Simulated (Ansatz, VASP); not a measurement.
## One calculation of ZnSe, two programs

POSCAR

```
ZnSe
1.0
    0.0000000000      2.8324206805      2.8324206805
    2.8324206805      0.0000000000      2.8324206805
    2.8324206805      2.8324206805      0.0000000000
Zn Se
1 1
Direct
    0.0000000000      0.0000000000      0.0000000000
    0.2500000000      0.2500000000      0.2500000000
```

The input INCAR.step1:

```
PREC = Accurate ; ENCUT = 520
ISMEAR = 0 ; SIGMA = 0.01
LREAL = F ; LASPH = T
NELM = 80 ; NBANDS = 16
GGA = PE ; ALGO = Normal
EDIFF = 1E-4 ; LWAVE = T
LCHARG = F
```

The input INCAR.step2:

```
PREC = Accurate ; ENCUT = 520
EDIFF = 1E-6 ; ISMEAR = 0
SIGMA = 0.01 ; LREAL = F
LASPH = T ; NELM = 80
ALGO = Normal ; ISIF = 2
LWAVE = F ; LCHARG = T
METAGGA = R2SCAN ; LMIXTAU = T
LELF = T ; LVHAR = T
NBANDS = 16 ; ISTART = 1
```

File KPOINTS:

```
regular mesh
0
Gamma
  6 6 6
```

Input for Ansatz:

```yaml
crystal:
  lattice:
    - [0.0, 2.8324206805, 2.8324206805]
    - [2.8324206805, 0.0, 2.8324206805]
    - [2.8324206805, 2.8324206805, 0.0]
  atoms:
    - { symbol: Zn, position: [0.0, 0.0, 0.0] }
    - { symbol: Se, position: [0.25, 0.25, 0.25] }
kpoints:
  mp_grid: { grid: [6, 6, 6] }
hamiltonian:
  xc: r2scan
scf:
  occupations: { method: fixed }
  n_extra_bands: 4
output:
  forces: true
  stress: true
  eigenvalues: true
  write_density: true
  write_potential: true
  elf: true
  volumetric_format: npy
```

Alike in both runs: task single point; functional r2SCAN; k mesh 6 × 6 × 6; no spin polarisation.

```csv
,VASP,Ansatz
version,VASP 6.6.1,Ansatz 0.2.0
potentials or method,"VASP PAW PBE potentials, release 64 (Zn, Se)","plane waves, PAW"
plane-wave cutoff (eV),520,500
occupations,"gaussian, width 0.01 eV",fixed
valence electrons in the cell,18,28
```

```csv
,VASP,Ansatz,Ansatz less VASP
gap on the k mesh at the Fermi level (eV),1.87,1.87,-0.004
pressure (GPa),0.1,0.0,-0.10
```

VASP's potentials were made for PBE, not for r2SCAN. VASP's potentials hold 18 valence electrons a cell and Ansatz's 28, so a difference there can come from the potentials and not from the codes.
